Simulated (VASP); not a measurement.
A run of VASP 6.6.1:

Contents of INCAR:

```
ALGO = Normal ; EDIFF = 1E-6
ENCUT = 520 ; GGA = PE
ISIF = 2 ; ISMEAR = -1
ISPIN = 2 ; LASPH = T
LCHARG = F ; LMAXMIX = 4
LORBIT = 11 ; LREAL = F
LWAVE = F ; MAGMOM = 4 4
NBANDS = 24 ; NELM = 150
PREC = Accurate ; SIGMA = 0.05
```

The input KPOINTS:

```
k-points
0
Gamma
  13 13 13
```

The input POSCAR:

```
Mn
1.0
    0.0000000000      2.4757382776      2.4757382776
    2.4757382776      0.0000000000      2.4757382776
    2.4757382776      2.4757382776      0.0000000000
Mn
2
Direct
    0.0000000000      0.0000000000      0.0000000000
    0.2500000000      0.2500000000      0.2500000000
```

Potentials or basis: VASP PAW PBE potentials, release 64 (Mn_pv).

Launch:

```sh
$ cat potpaw_PBE.64/Mn_pv/POTCAR > POTCAR
$ mpirun -np 1 vasp_std > vasp.out
```

Hardware: 1 thread of Intel(R) Xeon(R) Platinum 8259CL CPU @ 2.50GHz (Skylake/Cascade Lake), with other jobs on the host.

Q: How long does it take, and how much memory?

A: Run time: 120 s on 1 thread of Intel(R) Xeon(R) Platinum 8259CL CPU @ 2.50GHz (Skylake/Cascade Lake), on a shared host, peak memory 0.23 GiB. Counts: scf iterations 15, k points 84.
